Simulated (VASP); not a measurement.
**V2W: single point with PBE**

Crystal: V2W.

```
CELL_PARAMETERS angstrom
1.48561 0.85772 5.84326
-1.48561 0.85772 5.84326
0.00000 -1.71543 5.84326
ATOMIC_POSITIONS crystal
V 0.77841 0.77841 0.77841
V 0.22159 0.22159 0.22159
W 0.00000 0.00000 0.00000
```

- Program: VASP 6.6.1
- Task: single point
- Functional: PBE
- Potentials or basis: VASP PAW PBE potentials, release 64 (V_sv, W_sv)
- Cutoff: 520 eV
- k mesh: 6 × 6 × 6
- Occupations: gaussian, width 0.1 eV
- Spin: no spin polarisation
- Dipole correction: no
- Further INCAR settings: ALGO = Normal; EDIFF = 1e-07; NBANDS = 27

```
Pressure               : 0.3 GPa
Largest force          : 0.030 eV/Å
Band gap on the k mesh : zero (bands 20 and 21 overlap by 1.04 eV)
```

Forces in eV/Å, atoms in the order of the input:
```
V    0.000  0.000  0.030
V    0.000  0.000 -0.030
W    0.000  0.000  0.000
```

Stress tensor (GPa, compression positive):
```
0.21 0.00 0.00
0.00 0.21 0.00
0.00 0.00 0.58
```

Levels at points of the mesh, in eV from the Fermi level:
```tsv
k point	band 16	band 17	band 18	band 19	band 20	band 21	band 22	band 23	band 24	band 25
(0.00, 0.00, 0.00)	-1.37	-1.37	-0.29	-0.29	-0.19	-0.19	0.77	0.77	1.34	1.34
(0.50, 0.00, 0.00)	-2.61	-1.69	-1.32	-0.94	0.54	1.67	1.76	1.80	2.02	2.51
(0.50, 0.50, 0.00)	-2.71	-1.31	-0.64	-0.36	-0.15	0.52	0.67	2.00	2.13	2.46
(0.50, 0.50, 0.50)	-1.14	-1.14	-0.78	-0.78	-0.11	-0.11	0.79	0.93	1.33	1.33
```

Run time: 2.6 min on 1 thread of Oxide Virtual Turin-like Processor (shared host), peak memory 0.29 GiB.

Caveat: the k points lie up to 0.41 Å⁻¹ apart, too coarse for converged energies and pressures of a metal; spin-orbit coupling is left out, which moves the levels of the heavy elements.
